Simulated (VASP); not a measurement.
# Co (P6_3/mmc) in VASP: further runs

The runs below take Co through single point, with PBEsol.

All numbers are computed with VASP 6.6.1; they aren't measurements. Logs are shortened: lines on timing, memory, paths and dates and some standing lists are left out, and cuts for length are marked.

### Step 1. The cell of the first run

Symmetry: P6_3/mmc, No. 194, hexagonal system. The conventional cell has a = 2.472 Å, b = 2.472 Å, c = 4.021 Å, α = 90.00°, β = 90.00°, γ = 120.00°. Co (site symmetry -6m2) has 12 Co at 2.47 Å within 3.3 Å.

### Step 2. Single point, PBEsol, collinear spin, ferromagnetic start

File INCAR:

```
ALGO = Normal
EDIFF = 1E-6
ENCUT = 600
GGA = PS
GGA_COMPAT = F
ISIF = 2
ISMEAR = 0
ISPIN = 2
LASPH = T
LCHARG = T
LELF = T
LMAXMIX = 4
LORBIT = 11
LREAL = F
LVHAR = T
LWAVE = F
MAGMOM = 3 3
NBANDS = 20
NELM = 200
PREC = Accurate
SIGMA = 0.1
```

File KPOINTS:

```
k-points
0
Gamma
  9 9 4
```

File POSCAR:

```
Co
1.0
    2.4719999032      0.0000000000      0.0000000000
   -1.2359999516      2.1408147143      0.0000000000
    0.0000000000      0.0000000000      4.0211440800
Co
2
Direct
    0.3333333300      0.6666666700      0.2500000000
    0.6666666700      0.3333333300      0.7500000000
```

Potentials or basis: VASP PAW PBE potentials, release 64 (Co).

The run is started by

```bash
cat potpaw_PBE.64/Co/POTCAR > POTCAR
mpirun -np 1 vasp_std > vasp.out
```

OUTCAR:

```text
EDIFF = 1E-6
   ENCUT = 600
   GGA = PS
   ISIF = 2
   ISMEAR = 0
   ISPIN = 2
   LASPH = T
   LORBIT = 11
   LREAL = F
   NELM = 200
   PREC = Accurate

 ion  position               nearest neighbor table
   1  0.333  0.667  0.250-   2 2.47   2 2.47   2 2.47   2 2.47   2 2.47   2 2.47
   2  0.667  0.333  0.750-   1 2.47   1 2.47   1 2.47   1 2.47   1 2.47   1 2.47

  LATTYP: Found a hexagonal cell.
 ALAT       =     2.4719999032
 C/A-ratio  =     1.6266764715

  Lattice vectors:

 A1 = (   2.4719999032,   0.0000000000,   0.0000000000)
 A2 = (  -1.2359999516,   2.1408147143,   0.0000000000)
 A3 = (   0.0000000000,   0.0000000000,   4.0211440800)

Analysis of symmetry for initial positions (statically):
=====================================================================
 Subroutine PRICEL returns:
 Original cell was already a primitive cell.

 Routine SETGRP: Setting up the symmetry group for a
 hexagonal supercell.

 Subroutine GETGRP returns: Found 24 space group operations
 (whereof 12 operations were pure point group operations)
 out of a pool of 24 trial point group operations.

The static configuration has the point symmetry D_3d.
 The point group associated with its full space group is D_6h.

Analysis of symmetry for dynamics (positions and initial velocities):
=====================================================================
 Subroutine PRICEL returns:
 Original cell was already a primitive cell.

 Routine SETGRP: Setting up the symmetry group for a
 hexagonal supercell.

 Subroutine GETGRP returns: Found 24 space group operations
 (whereof 12 operations were pure point group operations)
 out of a pool of 24 trial point group operations.

The dynamic configuration has the point symmetry D_3d.
 The point group associated with its full space group is D_6h.

Analysis of structural, dynamic, and magnetic symmetry:
=====================================================================
 Subroutine PRICEL returns:
 Original cell was already a primitive cell.

 Routine SETGRP: Setting up the symmetry group for a
 hexagonal supercell.

 Subroutine GETGRP returns: Found 24 space group operations
 (whereof 12 operations were pure point group operations)
 out of a pool of 24 trial point group operations.

The overall configuration has the point symmetry D_3d.
 The point group associated with its full space group is D_6h.

 Subroutine INISYM returns: Found 24 space group operations
 (whereof 12 operations are pure point group operations),
 and found     1 'primitive' translations

----------------------------------------------------------------------------------------

                                     Primitive cell

  volume of cell :      21.2803

  direct lattice vectors                    reciprocal lattice vectors
     2.471999903  0.000000000  0.000000000     0.404530760  0.233555943  0.000000000
    -1.235999952  2.140814714  0.000000000     0.000000000  0.467111887  0.000000000
     0.000000000  0.000000000  4.021144080     0.000000000  0.000000000  0.248685444

  length of vectors
     2.471999903  2.471999903  4.021144080     0.467111887  0.467111887  0.248685444

  position of ions in fractional coordinates (direct lattice)
     0.333333330  0.666666670  0.250000000
     0.666666670  0.333333330  0.750000000

  ion indices of the primitive-cell ions
   primitive index   ion index
                 1           1
                 2           2

----------------------------------------------------------------------------------------

 KPOINTS: k-points

Automatic generation of k-mesh.
 Grid dimensions read from file:
 generate k-points for:    9    9    4

 Generating k-lattice:

  Cartesian coordinates                     Fractional coordinates (reciprocal lattice)
     0.044947862  0.025950660  0.000000000     0.111111111 -0.000000000  0.000000000
     0.000000000  0.051901321  0.000000000     0.000000000  0.111111111  0.000000000
     0.000000000  0.000000000  0.062171361     0.000000000  0.000000000  0.250000000

  Length of vectors
     0.051901321  0.051901321  0.062171361

  Shift w.r.t. Gamma in fractional coordinates (k-lattice)
     0.000000000  0.000000000  0.000000000

 Subroutine IBZKPT returns following result:
 ===========================================

 Found     36 irreducible k-points:

 Following reciprocal coordinates:
            Coordinates               Weight
  0.000000  0.000000  0.000000      1.000000
  0.111111  0.000000  0.000000      6.000000
  0.222222  0.000000  0.000000      6.000000
  0.333333 -0.000000  0.000000      6.000000
  0.444444  0.000000  0.000000      6.000000
  0.111111  0.111111  0.000000      6.000000
[... 16 lines left out ...]
  0.333333  0.222222  0.250000     24.000000
  0.333333  0.333333  0.250000      4.000000
 [... further k-points ...]
   k-points           NKPTS =     36   k-points in BZ     NKDIM =     36   number of bands    NBANDS=     20
   number of dos      NEDOS =    301   number of ions     NIONS =      2
   total plane-waves  NPLWV =  12800
   dimension x,y,z NGX =    20 NGY =   20 NGZ =   32
   dimension x,y,z NGXF=    40 NGYF=   40 NGZF=   64
   ions per type =               2
   NGX,Y,Z   is equivalent  to a cutoff of  13.45, 13.45, 13.23 a.u.
   NGXF,Y,Z  is equivalent  to a cutoff of  26.90, 26.90, 26.46 a.u.
 SYSTEM =  unknown system
   PREC   = accura    normal or accurate (medium, high low for compatibility)
   ISTART =      0    job   : 0-new  1-cont  2-samecut
   ICHARG =      2    charge: 1-file 2-atom 10-const
   ISPIN  =      2    spin polarized calculation?
   LNONCOLLINEAR =      F non collinear calculations
   LSORBIT =      F    spin-orbit coupling
   LASPH  =      T    aspherical Exc in radial PAW
   ENCUT  =  600.0 eV  44.10 Ry    6.64 a.u.   4.94  4.94  8.03*2*pi/ulx,y,z
   NELM   =    200;   NELMIN=  2; NELMDL= -5     # of ELM steps
   EDIFF  = 0.1E-05   stopping-criterion for ELM
   LREAL  =      F    real-space projection
   EDIFFG = 0.1E-04   stopping-criterion for IOM
   NSW    =      0    number of steps for IOM
   IBRION =     -1    ionic relax: 0-MD 1-quasi-New 2-CG
   NFREE  =      0    steps in history (QN), initial steepest desc. (CG)
   ISIF   =      2    stress and relaxation
   ISYM   =      2    0-nonsym 1-usesym 2-fastsym
   POTIM  = 0.5000    time-step for ionic-motion
   TEBEG  =    0.0;   TEEND  =   0.0 temperature during run
   PSTRESS=    0.0 pullay stress
   NELECT =      18.0000    total number of electrons
   NUPDOWN=      -1.0000    fix difference up-down
   EMIN   =  10.00;   EMAX   =-10.00  energy-range for DOS
   EFERMI =   0.00;   METHOD = LEGACY
   ISMEAR =     0;   SIGMA  =   0.10  broadening in eV -4-tet -1-fermi 0-gaus
   EFERMI_NEDOS =   21; number of points for ismear=-14 and -15
   IALGO  =     38    algorithm
   IMIX   =      4    mixing-type and parameters
     AMIX     =   0.40;   BMIX     =  1.00
     AMIX_MAG =   1.60;   BMIX_MAG =  1.00
  volume/ion in A,a.u.               =      10.64        71.80
  Fermi-wavevector in a.u.,A,eV,Ry     =   1.548246  2.925761 32.614055  2.397065
  Thomas-Fermi vector in A             =   2.653224
   LORBIT       =     11    0 simple, 1 ext, 2 COOP (PROOUT), +10 PAW based schemes
   GGA     = PS    functional components
   LHFCALC =     F    Hartree Fock is set to
   AEXX    =    0.0000 exact exchange contribution
   IVDW    =     0    specifies the selected vdW correction
   LEPSILON=     F    determine dielectric tensor
   LRPA    =     F    only Hartree local field effects (RPA)
 spin polarized calculation
 Gauss-broadening in eV      SIGMA  =   0.10
  energy-cutoff  :      600.00
  volume of cell :       21.28
 maximum number of plane-waves:       744
 NGX is ok and might be reduce to    20
   NGX =  9   NGY =  9   NGZ = 17

 number of electron      17.9999997 magnetization       3.0818519

 Free energy of the ion-electron system (eV)
  ---------------------------------------------------
  ext. energy  EPLUGINS =         0.00000000
  ---------------------------------------------------
  free energy    TOTEN  =       -15.45223037 eV

  energy without entropy =      -15.44307681  energy(sigma->0) =      -15.44765359

 E-fermi :  10.3666     XC(G=0): -13.6933

 val. band max:       10.3511452948   @ k =   0.1111   0.1111   0.0000
 cond. band min:      10.4112504650   @ k =   0.1111   0.0000   0.2500
 fundamental gap:      0.0601051702
 Fermi energy:        10.3666281664

 spin component 1

 k-point     1 :       0.0000    0.0000    0.0000
  band No.  band energies     occupation
      1       1.2605      1.00000
      2       5.1257      1.00000
      3       7.7298      1.00000
      4       7.7969      1.00000
      5       7.7969      1.00000
      6       8.1159      1.00000
[... 12 lines left out ...]
     19      36.6448      0.00000
     20      36.6448      0.00000
[... 507 lines left out ...]
 k-point    24 :       0.3333    0.3333    0.2500
  band No.  band energies     occupation
      1       6.2175      1.00000
      2       6.4431      1.00000
      3       6.4431      1.00000
      4       6.7131      1.00000
      5       7.4513      1.00000
      6       7.4513      1.00000
[... 12 lines left out ...]
     19      29.8393      0.00000
     20      40.2212      0.00000

 [... further k-points ...]

 spin component 2

 k-point     1 :       0.0000    0.0000    0.0000
  band No.  band energies     occupation
      1       1.3215      1.00000
      2       6.0331      1.00000
      3       9.2757      1.00000
      4       9.3340      1.00000
      5       9.3340      1.00000
      6       9.7026      1.00000
[... 12 lines left out ...]
     19      36.9757      0.00000
     20      36.9757      0.00000
[... 507 lines left out ...]
 k-point    24 :       0.3333    0.3333    0.2500
  band No.  band energies     occupation
      1       7.4308      1.00000
      2       7.5736      1.00000
      3       7.5736      1.00000
      4       7.6893      1.00000
      5       8.7559      1.00000
      6       8.7559      1.00000
[... 12 lines left out ...]
     19      30.1907      0.00000
     20      40.2985      0.00000

 [... further k-points ...]
[... 5 lines left out ...]
  --------------------------------------------------------------------------------------
  -------------------------------------------------------------------------------------
  Total       -0.9674029     -0.9674029     -1.1111866     -0.0000000     -0.0000000      0.0000000
  in kB      -72.8351167    -72.8351167    -83.6604886     -0.0000000     -0.0000000      0.0000000
  external PRESSURE =     -76.4435740 kB  Pullay stress =       0.0000000 kB

 VOLUME and BASIS-vectors are now :
 -----------------------------------------------------------------------------
  energy-cutoff  :      600.00
  volume of cell :       21.28
      direct lattice vectors                 reciprocal lattice vectors
     2.471999903  0.000000000  0.000000000     0.404530760  0.233555943  0.000000000
    -1.235999952  2.140814714  0.000000000     0.000000000  0.467111887  0.000000000
     0.000000000  0.000000000  4.021144080     0.000000000  0.000000000  0.248685444

 POSITION                                       TOTAL-FORCE (eV/Angst)
 -----------------------------------------------------------------------------------
     -0.00000      1.42721      1.00529        -0.000000      0.000000      0.000000
      1.23600      0.71360      3.01586         0.000000     -0.000000      0.000000
 -----------------------------------------------------------------------------------
    total drift:                                0.000000     -0.000000     -0.000000

  FREE ENERGIE OF THE ION-ELECTRON SYSTEM (eV)
  ---------------------------------------------------
  free  energy   TOTEN  =       -15.4522303700 eV

  energy  without entropy=      -15.4430768052  energy(sigma->0) =      -15.44765359

 total charge

# of ion       s       p       d       tot
------------------------------------------
    1        0.496   0.537   7.278   8.311
    2        0.496   0.537   7.278   8.311
--------------------------------------------------
tot          0.992   1.074  14.556  16.622

 magnetization (x)

# of ion       s       p       d       tot
------------------------------------------
    1       -0.015  -0.048   1.615   1.552
    2       -0.015  -0.048   1.615   1.552
--------------------------------------------------
tot         -0.030  -0.096   3.230   3.104
```

Run time: 20 s. Hardware: 1 thread of Intel Xeon 6975P-C (Granite Rapids), shared host; peak memory 0.15 GiB.

What came out:

```
Free energy                                           : -15.4522 eV
Pressure                                              : -7.6 GPa
Net moment                                            : 3.08 μB per cell
Site moments                                          : Co +1.55 μB
Valence electrons inside the program's atomic spheres : Co 8.31
```

Caveat: the k points lie up to 0.39 Å⁻¹ apart; the PAW data sets were made with another functional, which shifts forces and pressure a little.

### Step 3. Single point, PBEsol, collinear spin, ferromagnetic start

This run uses another cell than the first one, of 10.31 Å³/atom.

File INCAR:

```
PREC = Accurate
ENCUT = 520
EDIFF = 1E-6
ISMEAR = 0
SIGMA = 0.1
LREAL = F
LASPH = T
NELM = 150
ALGO = Normal
ISIF = 2
LWAVE = F
LCHARG = F
ISPIN = 2
MAGMOM = 1.78 1.78
LORBIT = 11
LMAXMIX = 4
GGA = PS
NBANDS = 20
```

File KPOINTS:

```
Automatic mesh
0
Gamma
  9 9 4
```

File POSCAR:

```
Co
1.0
    2.4511577378      0.0000000000      0.0000000000
   -1.2255788689      2.1227648696      0.0000000000
    0.0000000000      0.0000000000      3.9642229602
Co
2
Direct
    0.3333333333      0.6666666667      0.2500000000
    0.6666666667      0.3333333333      0.7500000000
```

Potentials or basis: VASP PAW PBE potentials, release 64 (Co).

The run is started by

```bash
cat potpaw_PBE.64/Co/POTCAR > POTCAR
mpirun -np 1 vasp_std > vasp.out
```

OUTCAR:

```text
PREC = Accurate
   ENCUT = 520
   EDIFF = 1E-6
   ISMEAR = 0
   LREAL = F
   LASPH = T
   NELM = 150
   ISIF = 2
   ISPIN = 2
   LORBIT = 11
   GGA = PS

 ion  position               nearest neighbor table
   1  0.333  0.667  0.250-   2 2.44   2 2.44   2 2.44   2 2.44   2 2.44   2 2.44
   2  0.667  0.333  0.750-   1 2.44   1 2.44   1 2.44   1 2.44   1 2.44   1 2.44

  LATTYP: Found a hexagonal cell.
 ALAT       =     2.4511577378
 C/A-ratio  =     1.6172859458

  Lattice vectors:
[... 1323 lines left out ...]
  in kB       -6.8791674     -6.8791674     -9.7719653     -0.0000000     -0.0000000     -0.0000000
  external PRESSURE =      -7.8434333 kB  Pullay stress =       0.0000000 kB

 VOLUME and BASIS-vectors are now :
 -----------------------------------------------------------------------------
  energy-cutoff  :      520.00
  volume of cell :       20.63
      direct lattice vectors                 reciprocal lattice vectors
     2.451157738  0.000000000  0.000000000     0.407970480  0.235541867  0.000000000
    -1.225578869  2.122764870  0.000000000     0.000000000  0.471083733  0.000000000
     0.000000000  0.000000000  3.964222960     0.000000000  0.000000000  0.252256245

 POSITION                                       TOTAL-FORCE (eV/Angst)
 -----------------------------------------------------------------------------------
     -0.00000      1.41518      0.99106         0.000000     -0.000000      0.000000
      1.22558      0.70759      2.97317        -0.000000      0.000000      0.000000
 -----------------------------------------------------------------------------------
    total drift:                                0.000000     -0.000000     -0.000000

  FREE ENERGIE OF THE ION-ELECTRON SYSTEM (eV)
  ---------------------------------------------------
  free  energy   TOTEN  =       -15.4702473395 eV

  energy  without entropy=      -15.4609235835  energy(sigma->0) =      -15.46558546

 total charge

# of ion       s       p       d       tot
------------------------------------------
    1        0.509   0.565   7.302   8.377
    2        0.509   0.565   7.302   8.377
--------------------------------------------------
tot          1.017   1.131  14.605  16.753

 magnetization (x)

# of ion       s       p       d       tot
------------------------------------------
    1       -0.017  -0.050   1.570   1.504
    2       -0.017  -0.050   1.570   1.504
--------------------------------------------------
tot         -0.033  -0.100   3.141   3.008
```

OSZICAR:

```text
N       E                     dE             d eps       ncg     rms          rms(c)
DAV:   1     0.840109416941E+02    0.84011E+02   -0.78407E+03  3024   0.119E+03
DAV:   2    -0.132575283078E+02   -0.97268E+02   -0.87629E+02  2928   0.219E+02
DAV:   3    -0.179156277116E+02   -0.46581E+01   -0.44451E+01  3316   0.570E+01
DAV:   4    -0.179837488419E+02   -0.68121E-01   -0.68060E-01  3492   0.615E+00
DAV:   5    -0.179859333934E+02   -0.21846E-02   -0.21844E-02  3368   0.107E+00    0.166E+01
DAV:   6    -0.159230514664E+02    0.20629E+01   -0.76259E+00  3264   0.593E+01    0.685E+00
DAV:   7    -0.155143142527E+02    0.40874E+00   -0.11834E+00  3432   0.209E+01    0.390E+00
DAV:   8    -0.154869406222E+02    0.27374E-01   -0.14653E-02  4100   0.118E+00    0.177E+00
DAV:   9    -0.154711999054E+02    0.15741E-01   -0.17161E-03  4744   0.820E-01    0.493E-01
DAV:  10    -0.154701947455E+02    0.10052E-02   -0.91380E-04  3936   0.408E-01    0.112E-01
DAV:  11    -0.154702525397E+02   -0.57794E-04   -0.50133E-05  3608   0.775E-02    0.336E-02
DAV:  12    -0.154702484900E+02    0.40496E-05   -0.36715E-06  3344   0.189E-02    0.187E-02
DAV:  13    -0.154702473645E+02    0.11256E-05   -0.23542E-06  2640   0.198E-02    0.957E-03
DAV:  14    -0.154702473395E+02    0.25000E-07   -0.41364E-07  1756   0.700E-03
   1 F= -.15470247E+02 E0= -.15465585E+02  d E =-.932376E-02  mag=     2.9949
```

stdout:

```text
POSCAR found type information on POSCAR Co
 POSCAR found :  1 types and       2 ions
 scaLAPACK will be used
 -----------------------------------------------------------------------------
|                                                                             |
|                                                                             |
|     You enforced a specific xc type in the INCAR file but a different       |
|     I HOPE YOU KNOW WHAT YOU ARE DOING!                                     |
|                                                                             |
 -----------------------------------------------------------------------------

 LDA part: xc-table for (Slater+PW92), standard interpolation
 POSCAR, INCAR and KPOINTS ok, starting setup
 FFT: planning ... GRIDC
 FFT: planning ... GRID_SOFT
 FFT: planning ... GRID
 WAVECAR not read
 entering main loop
```

Wall time 14 s (1 thread of Intel Xeon 6975P-C (Granite Rapids), shared host); peak memory 0.14 GiB.

What came out:

| Item | Value |
| --- | --- |
| Free energy | -15.4702 eV |
| Pressure | -0.8 GPa |
| Net moment | 2.99 μB per cell |
| Site moments | Co +1.50 μB |
| Valence electrons inside the program's atomic spheres | Co 8.38 |

Stress tensor (GPa, compression positive):
```
-0.69  0.00  0.00
 0.00 -0.69  0.00
 0.00  0.00 -0.98
```

Levels at points of the mesh, in eV from the Fermi level:
Spin up:
| k point | band 7 | band 8 | band 9 | band 10 | band 11 | band 12 | band 13 | band 14 |
| --- | --- | --- | --- | --- | --- | --- | --- | --- |
| (0.00, 0.00, 0.00) | -2.27 | -1.89 | -1.89 | -0.69 | -0.69 | -0.19 | 6.80 | 22.32 |
| (0.00, 0.00, 0.50) | -2.69 | -2.69 | -1.03 | -1.03 | -1.03 | -1.03 | 15.55 | 15.55 |
Spin down:
```csv
k point,band 5,band 6,band 7,band 8,band 9,band 10,band 11,band 12
"(0.00, 0.00, 0.00)",-1.11,-0.72,-0.72,-0.27,-0.27,-0.17,1.04,1.04
"(0.00, 0.00, 0.50)",-1.18,-1.18,-1.18,-1.18,0.68,0.68,0.68,0.68
```

Caveat: the k points lie up to 0.40 Å⁻¹ apart; the PAW data sets were made with another functional, which shifts forces and pressure a little.
